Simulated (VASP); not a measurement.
A run of VASP 6.6.1 is set up as follows.

The input INCAR:

```
SYSTEM = TaAs
PREC = Accurate
ENCUT = 600
EDIFF = 1E-6
ISMEAR = -1
SIGMA = 0.05
LREAL = .False.
LASPH = .True.
NELM = 60
ALGO = Normal
ISIF = 3
LWAVE = .False.
LCHARG = .False.
GGA = PE
IVDW = 13
IBRION = 2
NSW = 60
EDIFFG = -0.01
```

Contents of KPOINTS:

```
Automatic mesh
0
Gamma
  11 11 11
  0 0 0
```

Contents of POSCAR:

```
TaAs
1.0
   -1.7218133622      1.7218133622      5.8679415361
    1.7218133622     -1.7218133622      5.8679415361
    1.7218133622      1.7218133622     -5.8679415361
Ta As
2 2
Direct
    0.4999673000      0.4999673000      0.0000000000
    0.2499673000      0.7499673000      0.5000000000
    0.0826321200      0.0826321200      0.0000000000
    0.8326321200      0.3326321200      0.5000000000
```

Potentials or basis: VASP PAW PBE potentials, release 64 (Ta_pv, As).

The run is started by

```sh
$ cat potpaw_PBE.64/Ta_pv/POTCAR potpaw_PBE.64/As/POTCAR > POTCAR
$ mpirun -np 1 vasp_std > vasp.out
```

**Question.** Predict the band gap on the k mesh.

**Answer.** Zero (bands 16 and 17 overlap by 0.02 eV).

**Question.** Estimate the space group after relaxing (to 0.1 Å).

**Answer.** I4_1md (No. 109).

The path:
```
step  energy change (eV)  largest force (eV/Å)  pressure (GPa)  volume (Å³)
   1              0.0000                0.0274           -1.18        69.59
   2              0.0023                0.0490            2.24        68.30
   3             -0.0024                0.0358            0.21        69.05
   4             -0.0034                0.0315            0.07        69.07
   5             -0.0035                0.0298            0.01        69.07
   6             -0.0036                0.0089           -0.03        69.08
```

Caveat: spin-orbit coupling is left out, which moves the levels of the heavy elements.
